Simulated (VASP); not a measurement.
Input of a VASP 6.6.1 run:

INCAR

```
ALGO = Normal
EDIFF = 1E-6
ENCUT = 520
GGA = PE
ISIF = 2
ISMEAR = 0
LASPH = True
LCHARG = False
LREAL = False
LWAVE = False
NBANDS = 44
NELM = 80
PREC = Accurate
SIGMA = 0.02
```

File KPOINTS:

```
k-points
0
Gamma
  6 6 6
```

Contents of POSCAR:

```
YAl2N3
1.0
    5.0923739538     -2.8902223789      0.0000000000
    5.0923739538      2.8902223789      0.0000000000
    0.0000000000      0.0000000000      5.1545628835
Y Al N
2 4 6
Direct
    0.3077401832      0.6922598168      0.4702587057
    0.6922598168      0.3077401832      0.9702587057
    0.6594547434      0.9899742356      0.4949735375
    0.0100257644      0.3405452566      0.4949735375
    0.9899742356      0.6594547434      0.9949735375
    0.3405452566      0.0100257644      0.9949735375
    0.6683338293      0.9454997646      0.8608280464
    0.0545002354      0.3316661707      0.8608280464
    0.7089165124      0.2910834876      0.4381381263
    0.9454997646      0.6683338293      0.3608280464
    0.3316661707      0.0545002354      0.3608280464
    0.2910834876      0.7089165124      0.9381381263
```

Potentials or basis: VASP PAW PBE potentials, release 64 (Y_sv, Al, N).

Launch:

```sh
$ cat potpaw_PBE.64/Y_sv/POTCAR potpaw_PBE.64/Al/POTCAR potpaw_PBE.64/N/POTCAR > POTCAR
$ mpirun -np 1 vasp_std > vasp.out
```

(1) Estimate the band gap on the k mesh.

(2) Estimate the largest force.

(3) Predict the pressure.

## Answers

(1) 2.29 eV (least direct gap 2.46 eV).

(2) 0.009 eV/Å.

(3) -0.3 GPa.
